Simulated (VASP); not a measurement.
# Al (P6_3/mmc) in VASP: further runs

Runs on Al. Level: LDA. Tasks: single point, relaxation of cell and atoms.

Program: VASP 6.6.1. These are calculated values, not measurements. Logs are shortened: lines on timing, memory, paths and dates and some standing lists are left out, and cuts for length are marked.

## (1) The cell of the first run

The structure is hexagonal, space group P6_3/mmc (No. 194). The conventional cell has a = 2.815 Å, b = 2.815 Å, c = 9.248 Å, α = 90.00°, β = 90.00°, γ = 120.00°. Al (site symmetry -3m) has 12 Al at 2.81 to 2.83 Å within 3.7 Å. Within 3.7 Å of Al (site symmetry -6m2) lie 12 Al at 2.81 to 2.83 Å.

## (2) Single point, LDA

The input, INCAR:

```
PREC = Accurate
ENCUT = 520
EDIFF = 1E-6
ISMEAR = 0
SIGMA = 0.1
LREAL = False
LASPH = True
NELM = 80
ALGO = Fast
ISIF = 2
LWAVE = False
LCHARG = True
LELF = True
LVHAR = True
NBANDS = 14
```

The input, KPOINTS:

```
Automatic mesh
0
Gamma
  18 18 6
```

The input, POSCAR:

```
Al
1.0
    2.8145688077      0.0000000000      0.0000000000
   -1.4072844038      2.4374880881      0.0000000000
    0.0000000000      0.0000000000      9.2479811548
Al
4
Direct
    0.0000000000      0.0000000000      0.0000000000
    0.3333333333      0.6666666667      0.2500000000
    0.0000000000      0.0000000000      0.5000000000
    0.6666666667      0.3333333333      0.7500000000
```

Potentials or basis: VASP PAW LDA potentials, release 64 (Al).

Command:

```console
$ cat potpaw_LDA.64/Al/POTCAR > POTCAR
$ mpirun -np 1 vasp_std > vasp.out
```

OUTCAR:

```text
PREC = Accurate
   ENCUT = 520
   EDIFF = 1E-6
   ISMEAR = 0
   LREAL = False
   LASPH = True
   NELM = 80
   ISIF = 2

 ion  position               nearest neighbor table
   1  0.000  0.000  0.000-   2 2.83   4 2.83   2 2.83   4 2.83   4 2.83   2 2.83
   2  0.333  0.667  0.250-   1 2.83   3 2.83   1 2.83   3 2.83   1 2.83   3 2.83
   3  0.000  0.000  0.500-   2 2.83   4 2.83   2 2.83   4 2.83   4 2.83   2 2.83
   4  0.667  0.333  0.750-   1 2.83   3 2.83   1 2.83   3 2.83   1 2.83   3 2.83

  LATTYP: Found a hexagonal cell.
 ALAT       =     2.8145688077
 C/A-ratio  =     3.2857541551

  Lattice vectors:

 A1 = (   2.8145688077,   0.0000000000,   0.0000000000)
 A2 = (  -1.4072844038,   2.4374880881,   0.0000000000)
 A3 = (   0.0000000000,   0.0000000000,   9.2479811548)

Analysis of symmetry for initial positions (statically):
=====================================================================
 Subroutine PRICEL returns:
 Original cell was already a primitive cell.

 Routine SETGRP: Setting up the symmetry group for a
 hexagonal supercell.

 Subroutine GETGRP returns: Found 24 space group operations
 (whereof 12 operations were pure point group operations)
 out of a pool of 24 trial point group operations.

The static configuration has the point symmetry D_3d.
 The point group associated with its full space group is D_6h.

Analysis of symmetry for dynamics (positions and initial velocities):
=====================================================================
 Subroutine PRICEL returns:
 Original cell was already a primitive cell.

 Routine SETGRP: Setting up the symmetry group for a
 hexagonal supercell.

 Subroutine GETGRP returns: Found 24 space group operations
 (whereof 12 operations were pure point group operations)
 out of a pool of 24 trial point group operations.

The dynamic configuration has the point symmetry D_3d.
 The point group associated with its full space group is D_6h.

 Subroutine INISYM returns: Found 24 space group operations
 (whereof 12 operations are pure point group operations),
 and found     1 'primitive' translations

----------------------------------------------------------------------------------------

                                     Primitive cell

  volume of cell :      63.4456

  direct lattice vectors                    reciprocal lattice vectors
     2.814568808  0.000000000  0.000000000     0.355294210  0.205129208  0.000000000
    -1.407284404  2.437488088  0.000000000     0.000000000  0.410258415  0.000000000
     0.000000000  0.000000000  9.247981155     0.000000000  0.000000000  0.108131708

  length of vectors
     2.814568808  2.814568808  9.247981155     0.410258415  0.410258415  0.108131708

  position of ions in fractional coordinates (direct lattice)
     0.000000000  0.000000000  0.000000000
     0.333333333  0.666666667  0.250000000
     0.000000000  0.000000000  0.500000000
     0.666666667  0.333333333  0.750000000

  ion indices of the primitive-cell ions
   primitive index   ion index
                 1           1
                 2           2
                 3           3
                 4           4

----------------------------------------------------------------------------------------

 KPOINTS: Automatic mesh

Automatic generation of k-mesh.
 Grid dimensions read from file:
 generate k-points for:   18   18    6

 Generating k-lattice:

  Cartesian coordinates                     Fractional coordinates (reciprocal lattice)
     0.019738567  0.011396067  0.000000000     0.055555556 -0.000000000  0.000000000
     0.000000000  0.022792134  0.000000000     0.000000000  0.055555556  0.000000000
     0.000000000  0.000000000  0.018021951     0.000000000  0.000000000  0.166666667

  Length of vectors
     0.022792134  0.022792134  0.018021951

  Shift w.r.t. Gamma in fractional coordinates (k-lattice)
     0.000000000  0.000000000  0.000000000

 Subroutine IBZKPT returns following result:
 ===========================================

 Found    148 irreducible k-points:

 Following reciprocal coordinates:
            Coordinates               Weight
  0.000000  0.000000  0.000000      1.000000
  0.055556  0.000000  0.000000      6.000000
  0.111111  0.000000  0.000000      6.000000
  0.166667  0.000000  0.000000      6.000000
  0.222222  0.000000  0.000000      6.000000
  0.277778  0.000000  0.000000      6.000000
[... 16 lines left out ...]
  0.333333  0.111111  0.000000     12.000000
  0.388889  0.111111  0.000000     12.000000
 [... further k-points ...]
   k-points           NKPTS =    148   k-points in BZ     NKDIM =    148   number of bands    NBANDS=     14
   number of dos      NEDOS =    301   number of ions     NIONS =      4
   total plane-waves  NPLWV =  40320
   dimension x,y,z NGX =    24 NGY =   24 NGZ =   70
   dimension x,y,z NGXF=    48 NGYF=   48 NGZF=  140
   ions per type =               4
   NGX,Y,Z   is equivalent  to a cutoff of  14.18, 14.18, 12.58 a.u.
   NGXF,Y,Z  is equivalent  to a cutoff of  28.35, 28.35, 25.17 a.u.
 SYSTEM =  unknown system
   PREC   = accura    normal or accurate (medium, high low for compatibility)
   ISTART =      0    job   : 0-new  1-cont  2-samecut
   ICHARG =      2    charge: 1-file 2-atom 10-const
   ISPIN  =      1    spin polarized calculation?
   LNONCOLLINEAR =      F non collinear calculations
   LSORBIT =      F    spin-orbit coupling
   LASPH  =      T    aspherical Exc in radial PAW
   ENCUT  =  520.0 eV  38.22 Ry    6.18 a.u.   5.23  5.23 17.20*2*pi/ulx,y,z
   NELM   =     80;   NELMIN=  2; NELMDL= -5     # of ELM steps
   EDIFF  = 0.1E-05   stopping-criterion for ELM
   LREAL  =      F    real-space projection
   EDIFFG = 0.1E-04   stopping-criterion for IOM
   NSW    =      0    number of steps for IOM
   IBRION =     -1    ionic relax: 0-MD 1-quasi-New 2-CG
   NFREE  =      0    steps in history (QN), initial steepest desc. (CG)
   ISIF   =      2    stress and relaxation
   ISYM   =      2    0-nonsym 1-usesym 2-fastsym
   POTIM  = 0.5000    time-step for ionic-motion
   TEBEG  =    0.0;   TEEND  =   0.0 temperature during run
   PSTRESS=    0.0 pullay stress
   NELECT =      12.0000    total number of electrons
   NUPDOWN=      -1.0000    fix difference up-down
   EMIN   =  10.00;   EMAX   =-10.00  energy-range for DOS
   EFERMI =   0.00;   METHOD = LEGACY
   ISMEAR =     0;   SIGMA  =   0.10  broadening in eV -4-tet -1-fermi 0-gaus
   EFERMI_NEDOS =   21; number of points for ismear=-14 and -15
   IALGO  =     68    algorithm
   IMIX   =      4    mixing-type and parameters
     AMIX     =   0.40;   BMIX     =  1.00
     AMIX_MAG =   1.60;   BMIX_MAG =  1.00
  volume/ion in A,a.u.               =      15.86       107.04
  Fermi-wavevector in a.u.,A,eV,Ry     =   0.939727  1.775826 12.015113  0.883086
  Thomas-Fermi vector in A             =   2.067067
   LORBIT       =      0    0 simple, 1 ext, 2 COOP (PROOUT), +10 PAW based schemes
   GGA     = CA    functional components
   LHFCALC =     F    Hartree Fock is set to
   AEXX    =    0.0000 exact exchange contribution
   IVDW    =     0    specifies the selected vdW correction
   LEPSILON=     F    determine dielectric tensor
   LRPA    =     F    only Hartree local field effects (RPA)
 non-spin polarized calculation
 RMM-DIIS sequential band-by-band and
 Gauss-broadening in eV      SIGMA  =   0.10
  energy-cutoff  :      520.00
  volume of cell :       63.45
 maximum number of plane-waves:      1730
 NGX is ok and might be reduce to    24
   NGX = 11   NGY = 11   NGZ = 35

 number of electron      12.0000000 magnetization

 Free energy of the ion-electron system (eV)
  ---------------------------------------------------
  ext. energy  EPLUGINS =         0.00000000
  ---------------------------------------------------
  free energy    TOTEN  =       -16.71764360 eV

  energy without entropy =      -16.71040392  energy(sigma->0) =      -16.71402376

 E-fermi :   8.1984     XC(G=0): -10.4912

 val. band max:        8.1559123872   @ k =   0.2778   0.2778   0.0000
 cond. band min:       8.2131641636   @ k =   0.3889   0.1667   0.1667
 fundamental gap:      0.0572517764
 Fermi energy:         8.1983948107

 k-point     1 :       0.0000    0.0000    0.0000
  band No.  band energies     occupation
      1      -3.1691      2.00000
      2      -1.4572      2.00000
      3      -1.4495      2.00000
      4       3.4673      2.00000
      5       3.6822      2.00000
      6      11.5909      0.00000
      7      11.6034      0.00000
      8      19.1650      0.00000
      9      19.1650      0.00000
     10      19.3365      0.00000
     11      19.3365      0.00000
     12      20.3049      0.00000
     13      20.3079      0.00000
     14      20.4792      0.00000

 k-point     2 :       0.0556    0.0000    0.0000
  band No.  band energies     occupation
      1      -3.0924      2.00000
      2      -1.3815      2.00000
      3      -1.3738      2.00000
      4       3.5381      2.00000
      5       3.7571      2.00000
      6      11.6522      0.00000
      7      11.6672      0.00000
      8      17.5326      0.00000
      9      18.1446      0.00000
     10      18.8880      0.00000
     11      18.9685      0.00000
     12      19.4800      0.00000
     13      19.5385      0.00000
     14      19.5680      0.00000

 k-point     3 :       0.1111    0.0000    0.0000
  band No.  band energies     occupation
      1      -2.8626      2.00000
      2      -1.1545      2.00000
      3      -1.1470      2.00000
      4       3.7504      2.00000
      5       3.9806      2.00000
      6      11.8263      0.00000
      7      11.8537      0.00000
      8      15.4706      0.00000
      9      16.8494      0.00000
     10      16.9386      0.00000
     11      17.1705      0.00000
     12      18.6121      0.00000
     13      18.6125      0.00000
     14      18.7225      0.00000
[... 324 lines left out ...]
 k-point    23 :       0.3333    0.1111    0.0000
  band No.  band energies     occupation
      1       0.7600      2.00000
      2       2.4197      2.00000
      3       2.4218      2.00000
      4       5.9002      2.00000
      5       7.0202      2.00000
      6       7.3377      2.00000
      7       7.8238      2.00000
      8       8.0731      1.92352
      9      11.0838      0.00000
     10      12.1813      0.00000
     11      12.5893      0.00000
     12      12.8591      0.00000
     13      13.2852      0.00000
     14      15.4439      0.00000

 k-point    24 :       0.3889    0.1111    0.0000
  band No.  band energies     occupation
      1       1.8708      2.00000
      2       3.4986      2.00000
      3       3.5051      2.00000
      4       4.4841      2.00000
      5       6.1491      2.00000
      6       6.1787      2.00000
      7       8.2647      0.34854
      8       8.6669      0.00000
      9      10.5764      0.00000
     10      10.8034      0.00000
     11      11.7807      0.00000
     12      12.6123      0.00000
     13      12.8646      0.00000
     14      16.2865      0.00000

 [... further k-points ...]
[... 5 lines left out ...]
  --------------------------------------------------------------------------------------
  -------------------------------------------------------------------------------------
  Total        0.0265251      0.0265251      0.0456148      0.0000000     -0.0000000      0.0000000
  in kB        0.6698318      0.6698318      1.1519016      0.0000000     -0.0000000      0.0000000
  external PRESSURE =       0.8305218 kB  Pullay stress =       0.0000000 kB

 VOLUME and BASIS-vectors are now :
 -----------------------------------------------------------------------------
  energy-cutoff  :      520.00
  volume of cell :       63.45
      direct lattice vectors                 reciprocal lattice vectors
     2.814568808  0.000000000  0.000000000     0.355294210  0.205129208  0.000000000
    -1.407284404  2.437488088  0.000000000     0.000000000  0.410258415  0.000000000
     0.000000000  0.000000000  9.247981155     0.000000000  0.000000000  0.108131708

 POSITION                                       TOTAL-FORCE (eV/Angst)
 -----------------------------------------------------------------------------------
      0.00000      0.00000      0.00000        -0.000000     -0.000000     -0.000000
     -0.00000      1.62499      2.31200         0.000000     -0.000000      0.000000
      0.00000      0.00000      4.62399        -0.000000     -0.000000     -0.000000
      1.40728      0.81250      6.93599        -0.000000      0.000000      0.000000
 -----------------------------------------------------------------------------------
    total drift:                               -0.000000      0.000000      0.000000

  FREE ENERGIE OF THE ION-ELECTRON SYSTEM (eV)
  ---------------------------------------------------
  free  energy   TOTEN  =       -16.7176436014 eV

  energy  without entropy=      -16.7104039170  energy(sigma->0) =      -16.71402376
```

Run time: 45 s. Hardware: 1 thread of Intel Xeon 6975P-C (Granite Rapids), shared host; peak memory 0.22 GiB.

What came out:

```
Free energy            : -16.7176 eV
Pressure               : 0.1 GPa
Band gap on the k mesh : zero (band 6 reaches 12.12 eV, above the bottom of band 7 at 6.64 eV)
```

## (3) Relaxation of cell and atoms, LDA

This run uses another cell than the first one, of 15.90 Å³/atom, 1.002 times its volume.

The input, INCAR:

```
PREC = Accurate ; ENCUT = 600
EDIFF = 1E-7 ; ISMEAR = 0
SIGMA = 0.1 ; LREAL = F
LASPH = T ; NELM = 80
ALGO = Fast ; ISIF = 3
LWAVE = F ; LCHARG = F
GGA = CA ; IBRION = 2
NSW = 100 ; EDIFFG = -0.005
```

The input, KPOINTS:

```
regular mesh
0
Gamma
  18 18 6
```

The input, POSCAR:

```
Al
1.0
    2.8270770242      0.0000000000      0.0000000000
   -1.4135385121      2.4483205214      0.0000000000
    0.0000000000      0.0000000000      9.1859930700
Al
4
Direct
    0.0000000000      0.0000000000      0.0000000000
    0.3333333300      0.6666666700      0.2500000000
    0.0000000000      0.0000000000      0.5000000000
    0.6666666700      0.3333333300      0.7500000000
```

Potentials or basis: VASP PAW LDA potentials, release 64 (Al).

Command:

```console
$ cat potpaw_LDA.64/Al/POTCAR > POTCAR
$ mpirun -np 1 vasp_std > vasp.out
```

OUTCAR:

```text
PREC = Accurate
   ENCUT = 600
   EDIFF = 1E-7
   ISMEAR = 0
   LREAL = F
   LASPH = T
   NELM = 80
   ISIF = 3
   GGA = CA
   IBRION = 2
   NSW = 100
   EDIFFG = -0.005

 ion  position               nearest neighbor table
   1  0.000  0.000  0.000-   2 2.82   4 2.82   2 2.82   4 2.82   4 2.82   2 2.82
   2  0.333  0.667  0.250-   1 2.82   3 2.82   1 2.82   3 2.82   1 2.82   3 2.82
   3  0.000  0.000  0.500-   2 2.82   4 2.82   2 2.82   4 2.82   4 2.82   2 2.82
   4  0.667  0.333  0.750-   1 2.82   3 2.82   1 2.82   3 2.82   1 2.82   3 2.82

  LATTYP: Found a hexagonal cell.
 ALAT       =     2.8270770242
 C/A-ratio  =     3.2492899880

  Lattice vectors:

 A1 = (   2.8270770242,   0.0000000000,   0.0000000000)
 A2 = (  -1.4135385121,   2.4483205214,   0.0000000000)
 A3 = (   0.0000000000,   0.0000000000,   9.1859930700)

Analysis of symmetry for initial positions (statically):
=====================================================================
 Subroutine PRICEL returns:
 Original cell was already a primitive cell.

 Routine SETGRP: Setting up the symmetry group for a
 hexagonal supercell.

 Subroutine GETGRP returns: Found 24 space group operations
 (whereof 12 operations were pure point group operations)
[... 181 lines left out ...]
  Total       -0.1776689     -0.1776689      0.2171310      0.0000000     -0.0000000      0.0000000
  in kB       -4.4770294     -4.4770294      5.4714244      0.0000000     -0.0000000      0.0000000
  external PRESSURE =      -1.1608781 kB  Pullay stress =       0.0000000 kB
[... 177 lines left out ...]
--------------------------------------- Ionic step        6  -------------------------------------------

 number of electron      12.0000000 magnetization

 Free energy of the ion-electron system (eV)
  ---------------------------------------------------
  ext. energy  EPLUGINS =         0.00000000
  ---------------------------------------------------
  free energy    TOTEN  =       -16.71782522 eV

  energy without entropy =      -16.71058900  energy(sigma->0) =      -16.71420711

 E-fermi :   8.1879     XC(G=0): -10.4876

 val. band max:        8.1463392323   @ k =   0.2778   0.2778   0.0000
 cond. band min:       8.2023517249   @ k =   0.3889   0.1667   0.1667
 fundamental gap:      0.0560124926
 Fermi energy:         8.1879285601

 k-point     1 :       0.0000    0.0000    0.0000
  band No.  band energies     occupation
      1      -3.1726      2.00000
      2      -1.4629      2.00000
      3      -1.4556      2.00000
      4       3.4580      2.00000
      5       3.6665      2.00000
      6      11.5684      0.00000
      7      11.5808      0.00000
      8      19.1560      0.00000
      9      19.1560      0.00000
     10      19.3278      0.00000
[... 287 lines left out ...]
 k-point    24 :       0.3889    0.1111    0.0000
  band No.  band energies     occupation
      1       1.8661      2.00000
      2       3.4917      2.00000
      3       3.4985      2.00000
      4       4.4788      2.00000
      5       6.1416      2.00000
      6       6.1708      2.00000
      7       8.2548      0.34462
      8       8.6509      0.00000
      9      10.5658      0.00000
     10      10.7932      0.00000

 [... further k-points ...]
[... 5 lines left out ...]
  --------------------------------------------------------------------------------------
  -------------------------------------------------------------------------------------
  Total        0.0049161      0.0049161     -0.0022723      0.0000000      0.0000000      0.0000000
  in kB        0.1240275      0.1240275     -0.0573287      0.0000000      0.0000000      0.0000000
  external PRESSURE =       0.0635754 kB  Pullay stress =       0.0000000 kB
[... 19 lines left out ...]
  FREE ENERGIE OF THE ION-ELECTRON SYSTEM (eV)
  ---------------------------------------------------
  free  energy   TOTEN  =       -16.7178252211 eV

  energy  without entropy=      -16.7105889951  energy(sigma->0) =      -16.71420711

 reached required accuracy - stopping structural energy minimisation
```

OSZICAR:

```text
N       E                     dE             d eps       ncg     rms          rms(c)
DAV:   1     0.973351208277E+01    0.97335E+01   -0.47425E+03  2976   0.104E+03
DAV:   2    -0.158232787754E+02   -0.25557E+02   -0.24309E+02  3900   0.108E+02
DAV:   3    -0.168206843312E+02   -0.99741E+00   -0.93947E+00  4128   0.182E+01
[... 39 lines left out ...]
       N       E                     dE             d eps       ncg     rms          rms(c)
DAV:   1    -0.167178284300E+02   -0.21136E-04   -0.28955E-04  3542   0.104E-01    0.129E-02
RMM:   2    -0.167178264012E+02    0.20288E-05   -0.19399E-06  2944   0.107E-02    0.662E-03
RMM:   3    -0.167178252463E+02    0.11550E-05   -0.96192E-07  2936   0.615E-03    0.112E-03
RMM:   4    -0.167178252211E+02    0.25179E-07   -0.12376E-07  1910   0.275E-03
   6 F= -.16717825E+02 E0= -.16714207E+02  d E =-.129455E-03
```

It took 1.7 min on 1 thread of Intel Xeon 6975P-C (Granite Rapids), shared host; peak memory 0.23 GiB.

Results:

* Free energy: -16.7178 eV
* Relaxed volume: 15.88 Å³/atom
* Relaxed cell: a = 2.815 Å, b = 2.815 Å, c = 9.254 Å, α = 90.00°, β = 90.00°, γ = 120.00°
* Space group after relaxing (to 0.05 Å): P6_3/mmc (No. 194)
* Energy gained by relaxing: 0.4 meV/atom
* Ionic steps: 6
* Pressure after relaxing: 0.0 GPa
* Band gap on the k mesh: zero (band 6 reaches 12.10 eV, above the bottom of band 7 at 6.63 eV)

Step by step:
| step | energy change (eV) | largest force (eV/Å) | pressure (GPa) | volume (Å³) |
| --- | --- | --- | --- | --- |
| 1 | 0.0000 | 0.0000 | -0.12 | 63.58 |
| 2 | -0.0011 | 0.0000 | 0.03 | 63.48 |
| 3 | -0.0016 | 0.0000 | 0.26 | 63.32 |
| 4 | -0.0016 | 0.0000 | 0.21 | 63.35 |
| 5 | -0.0017 | 0.0000 | -0.07 | 63.56 |
| 6 | -0.0017 | 0.0000 | 0.01 | 63.51 |

Final structure:
```
Al
1.0
     2.81494    0.00000    0.00000
    -1.40747    2.43781    0.00000
     0.00000    0.00000    9.25433
Al
4
Direct
  0.00000 0.00000 0.00000
  0.33333 0.66667 0.25000
  0.00000 0.00000 0.50000
  0.66667 0.33333 0.75000
```
